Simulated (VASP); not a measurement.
## BaMg3H3: single point with PBE

Crystal: BaMg3H3.

```
Ba Mg H
1.0
     4.78000    0.00000    0.00000
     0.00000    4.78000    0.00000
     0.00000    0.00000    5.72468
Ba Mg H
1 3 3
Direct
  0.00000 0.00000 0.42615
  0.50000 0.00000 0.02703
  0.00000 0.50000 0.02703
  0.50000 0.50000 0.38110
  0.50000 0.50000 0.80397
  0.50000 0.00000 0.45898
  0.00000 0.50000 0.45898
```

The cell was generated, and may not be a known phase.

| Property | Result |
| --- | --- |
| Program | VASP 6.6.1 |
| Task | single point |
| Functional | PBE |
| Potentials or basis | VASP PAW PBE potentials, release 64 (Ba_sv, Mg_sv, H) |
| Cutoff | 840 eV |
| k mesh | 4 × 4 × 4 |
| Occupations | gaussian, width 0.1 eV |
| Spin | no spin polarisation |

```yaml
Pressure: 2.1 GPa
Largest_force: 1.451 eV/Å
Band_gap_on_the_k_mesh: zero (an odd number of electrons rules out a gap without spin polarisation)
```

Forces on the atoms (eV/Å):
```
Ba   0.000  0.000  1.451
Mg   0.000  0.000 -0.997
Mg   0.000  0.000 -0.997
Mg   0.000  0.000  1.147
H    0.000  0.000 -0.549
H    0.000  0.000 -0.027
H    0.000  0.000 -0.027
```

Stress tensor (GPa, compression positive):
```
2.56 0.00 0.00
0.00 2.56 0.00
0.00 0.00 1.04
```

Levels at points of the mesh, in eV from the Fermi level:
```tsv
k point	band 18	band 19	band 20	band 21	band 22	band 23	band 24	band 25
(0.00, 0.00, 0.00)	-4.18	-3.29	-1.27	0.69	0.88	0.88	3.13	3.13
(0.50, 0.00, 0.00)	-4.53	-1.92	-1.91	-1.17	0.39	1.52	2.11	2.40
(0.50, 0.50, 0.00)	-2.88	-2.88	-1.03	-0.71	-0.30	-0.30	1.09	1.09
(0.00, 0.00, 0.50)	-4.57	-4.11	-0.11	0.56	0.56	1.87	2.24	3.18
(0.50, 0.00, 0.50)	-4.12	-3.37	-1.92	-0.19	0.65	1.66	1.69	2.20
(0.50, 0.50, 0.50)	-2.69	-2.60	-2.60	-1.73	-1.73	0.01	2.94	3.85
```

Run time: 2.1 min on 1 thread of Intel(R) Xeon(R) Platinum 8375C CPU @ 2.90GHz (Ice Lake), with other jobs on the host, peak memory 0.43 GiB.

Caveat: spin-orbit coupling is left out, which moves the levels of the heavy elements; an odd number of electrons without spin polarisation forces a metal; a magnetic or distorted state may lie lower.
